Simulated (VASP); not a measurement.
Runs of VASP 6.6.1 on C. The structure is that of space group P4mm (No. 99), or close to it. The cells are those of the table. 

| task | spin | cell | k mesh | cutoff (eV) | gap on the mesh (eV) | pressure (GPa) | moment (μB) | largest force (eV/Å) |
| --- | --- | --- | --- | --- | --- | --- | --- | --- |
| relaxation of cell and atoms | off | relaxed from a = 2.345, b = 2.345, c = 4.784 Å, 3 atoms | 20 × 20 × 10 | 600 | none | 0.1 | - | 0.01 |
| single point | collinear, ferromagnetic start | a = 2.345, b = 2.345, c = 4.784 Å, 3 atoms | 8 × 8 × 4 | 520 | none | 0.3 | 0.00 | 0.07 |
| single point | collinear, ferromagnetic start | a = 1.957, b = 1.957, c = 4.200 Å, 3 atoms | 8 × 8 × 4 | 520 | none | (a) | 0.00 | 2.62 |
| single point | off | a = 2.349, b = 2.349, c = 4.874 Å, 3 atoms | 20 × 20 × 10 | 520 | none | 0.3 | - | 0.07 |
| single point | off | a = 1.957, b = 1.957, c = 4.200 Å, 3 atoms | 8 × 8 × 4 | 520 | none | 96.6 | - | 2.62 |

Alike in all rows: level PBE; potentials or basis VASP PAW PBE potentials, release 64 (C); smearing gaussian 0.1 eV.

Question: Estimate the missing entries.

Answer: (a) 96.7.

Caveats: some runs use coarse meshes; this functional lacks dispersion, which binds the layers, so the pressure and a relaxed spacing across them are unreliable (some runs); forces of over 1 eV/Å act on the atoms, so gaps and moduli don't describe the material at rest (some runs).

A gap of «none» marks levels without a gap at the run's occupations.
